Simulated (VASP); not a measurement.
A run of VASP 6.6.1:

Contents of INCAR:

```
PREC     = Accurate       # precision mode
ENCUT    = 520            # plane-wave cutoff, eV
EDIFF    = 1E-6           # SCF threshold, eV
ISMEAR   = 0              # smearing method
SIGMA    = 0.15           # smearing width, eV
LREAL    = F              # projectors in reciprocal space
LASPH    = T              # aspherical terms in the spheres
NELM     = 60             # most SCF steps
ALGO     = Fast           # electronic algorithm
ISIF     = 2              # what is computed and relaxed
LWAVE    = F              # write WAVECAR
LCHARG   = F              # write CHGCAR
GGA      = PE             # functional
NBANDS   = 12             # bands
```

The input KPOINTS:

```
Automatic mesh
0
Gamma
  22 22 22
```

Contents of POSCAR:

```
Ti
1.0
   -1.5479885558      1.5479885558      2.0873077687
    1.5479885558     -1.5479885558      2.0873077687
    1.5479885558      1.5479885558     -2.0873077687
Ti
1
Direct
    0.0000000000      0.0000000000      0.0000000000
```

Potentials or basis: VASP PAW PBE potentials, release 64 (Ti_sv).

Launch:

```console
$ cat potpaw_PBE.64/Ti_sv/POTCAR > POTCAR
$ mpirun -np 1 vasp_std > vasp.out
```

Hardware: 1 thread of Intel(R) Xeon(R) 6975P-C (Granite Rapids), on a shared host.

Estimate the wall time of this run.

Run time: 89 s on 1 thread of Intel(R) Xeon(R) 6975P-C (Granite Rapids), on a shared host, peak memory 0.3 GiB. Counts: scf iterations 19, k points 834.
